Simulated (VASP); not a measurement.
A run of VASP 6.6.1 is set up as follows.

Contents of INCAR:

```
SYSTEM = Ni
PREC = Accurate
ENCUT = 600
EDIFF = 1E-6
ISMEAR = -1
SIGMA = 0.05
LREAL = .FALSE.
LASPH = .TRUE.
NELM = 150
ALGO = Normal
ISIF = 3
LWAVE = .FALSE.
LCHARG = .FALSE.
ISPIN = 2
MAGMOM = 1 1
LORBIT = 11
LMAXMIX = 4
GGA = RP
IVDW = 12
IBRION = 2
NSW = 60
EDIFFG = -0.01
```

KPOINTS

```
Automatic mesh
0
G
  12 12 7
  0 0 0
```

Contents of POSCAR:

```
Ni
1.0
    2.4480228978      0.0000000000      0.0000000000
   -1.2240114489      2.1200500186      0.0000000000
    0.0000000000      0.0000000000      4.0728075700
Ni
2
Direct
    0.6666666667      0.3333333333      0.7500000000
    0.3333333333      0.6666666667      0.2500000000
```

Potentials or basis: VASP PAW PBE potentials, release 64 (Ni).

The run is started by

```sh
$ cat potpaw_PBE.64/Ni/POTCAR > POTCAR
$ mpirun -np 1 vasp_std > vasp.out
```

Task: What does it give for the site moments?

Result: Ni +0.60 μB.

Task: Predict the space group after relaxing (to 0.1 Å).

Result: P6_3/mmc (No. 194).

Task: What does it give for the relaxed cell?

Result: a = 2.382 Å, b = 2.382 Å, c = 3.904 Å, α = 90.00°, β = 90.00°, γ = 120.00°.

Final structure:
```
Ni
1.0
     2.38205    0.00000    0.00000
    -1.19102    2.06291    0.00000
     0.00000    0.00000    3.90439
Ni
2
Cartesian
  1.1910 0.6876 2.9283
  0.0000 1.3753 0.9761
```
